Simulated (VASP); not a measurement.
**CaF: single point with PBE**

CaF:

```
Ca F
1.0
     1.90293   -2.61433    0.00000
     1.90293    2.61433    0.00000
     0.00000    0.00000    3.87444
Ca F
1 1
Direct
  0.00000 0.00000 0.50000
  0.50000 0.50000 0.00000
```

```
Program                : VASP 6.6.1
Task                   : single point
Functional             : PBE
Potentials or basis    : VASP PAW PBE potentials, release 64 (Ca_sv, F)
Cutoff                 : 600 eV
k mesh                 : 6 × 6 × 4
Occupations            : gaussian, width 0.1 eV
Spin                   : collinear spin, ferromagnetic start
Starting moments       : [0.0, 1.0] μB
Dipole correction      : no
Further INCAR settings : ALGO = Normal; EDIFF = 1e-06; NBANDS = 20
```

| Property | Result |
| --- | --- |
| Pressure | 0.0 GPa |
| Net moment | 0.00 μB per cell |
| Valence electrons inside the program's atomic spheres | Ca 8.17; F 6.04 |

Stress tensor (GPa, compression positive):
```
-5.76  0.00  0.00
 0.00 11.21  0.00
 0.00  0.00 -5.31
```

Levels at points of the mesh, in eV from the Fermi level:
Spin up:
```
           k point  band 5  band 6  band 7  band 8  band 9  band 10  band 11  band 12  band 13  band 14
(0.00, 0.00, 0.00)  -23.35   -6.56   -6.17   -5.78   -2.72     0.46     0.68     3.38     3.57     3.93
(0.50, 0.00, 0.00)  -23.30   -7.36   -6.69   -6.06   -0.10     1.79     2.23     2.48     4.00     4.05
(0.50, 0.50, 0.00)  -23.49   -6.93   -6.59   -6.33   -0.33     1.49     1.61     2.62     3.44     4.88
(0.00, 0.00, 0.50)  -23.34   -7.45   -6.34   -5.75   -0.77     0.87     1.84     3.50     3.51     4.01
(0.50, 0.00, 0.50)  -23.37   -6.97   -6.74   -5.94   -0.50     0.84     3.43     3.67     3.78     4.02
(0.50, 0.50, 0.50)  -23.42   -7.04   -6.95   -6.83    0.88     1.46     3.20     3.22     4.19     4.91
```
Spin down:
| k point | band 5 | band 6 | band 7 | band 8 | band 9 | band 10 | band 11 | band 12 | band 13 | band 14 |
| --- | --- | --- | --- | --- | --- | --- | --- | --- | --- | --- |
| (0.00, 0.00, 0.00) | -23.35 | -6.56 | -6.17 | -5.78 | -2.73 | 0.46 | 0.67 | 3.37 | 3.57 | 3.93 |
| (0.50, 0.00, 0.00) | -23.30 | -7.36 | -6.69 | -6.06 | -0.10 | 1.78 | 2.23 | 2.48 | 4.00 | 4.05 |
| (0.50, 0.50, 0.00) | -23.49 | -6.93 | -6.59 | -6.33 | -0.33 | 1.49 | 1.61 | 2.62 | 3.43 | 4.88 |
| (0.00, 0.00, 0.50) | -23.34 | -7.45 | -6.34 | -5.75 | -0.78 | 0.87 | 1.84 | 3.50 | 3.51 | 4.01 |
| (0.50, 0.00, 0.50) | -23.37 | -6.97 | -6.74 | -5.94 | -0.51 | 0.83 | 3.43 | 3.67 | 3.77 | 4.02 |
| (0.50, 0.50, 0.50) | -23.42 | -7.04 | -6.95 | -6.83 | 0.87 | 1.46 | 3.20 | 3.21 | 4.19 | 4.91 |

It took 29 s on 1 thread of Intel(R) Xeon(R) 6975P-C (Granite Rapids) (shared host), peak memory 0.21 GiB.

Caveat: the k points lie up to 0.41 Å⁻¹ apart.
